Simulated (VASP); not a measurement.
The system is CuAu.

```
Cu Au
1.0
     2.87128    0.00000    0.00000
     0.00000    2.87128    0.00000
     0.00000    0.00000    3.64043
Cu Au
1 1
Direct
  0.50000 0.50000 0.50000
  0.00000 0.00000 0.00000
```

| Item | Value |
| --- | --- |
| Program | VASP 6.6.1 |
| Task | relaxation of cell and atoms |
| Functional | r2SCAN |
| Potentials or basis | VASP PAW PBE potentials, release 64 (Cu, Au) |
| Cutoff | 600 eV |
| k mesh | 16 × 16 × 12 |
| Occupations | gaussian, width 0.1 eV |
| Spin | no spin polarisation |

At the start: pressure -4.2 GPa; volume 15.01 Å³/atom.

**Question.** How do energy, volume and symmetry change on relaxing?

**Answer.** Over 10 steps the energy falls by 5.8 meV/atom and the volume is 14.57 Å³/atom (-2.9 %); space group P4/mmm (No. 123, to 0.1 Å) before and after.

Step by step:
```tsv
step	energy change (eV)	largest force (eV/Å)	pressure (GPa)	volume (Å³)
1	0.0000	0.0000	-4.21	30.01
2	0.0003	0.0000	4.81	28.33
3	-0.0116	0.0000	-0.08	29.16
4	-0.0116	0.0000	0.05	29.14
5	-0.0116	0.0000	0.06	29.14
6	-0.0117	0.0000	0.05	29.14
7	-0.0117	0.0000	0.06	29.13
8	-0.0117	0.0000	0.06	29.14
9	-0.0117	0.0000	-0.17	29.18
10	-0.0117	0.0000	-0.02	29.15
```

Final structure:
```yaml
crystal:
  lattice:
    - [2.84898, 0.00000, 0.00000]
    - [0.00000, 2.84898, 0.00000]
    - [0.00000, 0.00000, 3.59130]
  atoms:
    - { symbol: Cu, position: [0.50000, 0.50000, 0.50000] }
    - { symbol: Au, position: [0.00000, 0.00000, 0.00000] }
```

Caveat: the PAW data sets were made with another functional, which shifts forces and pressure a little.
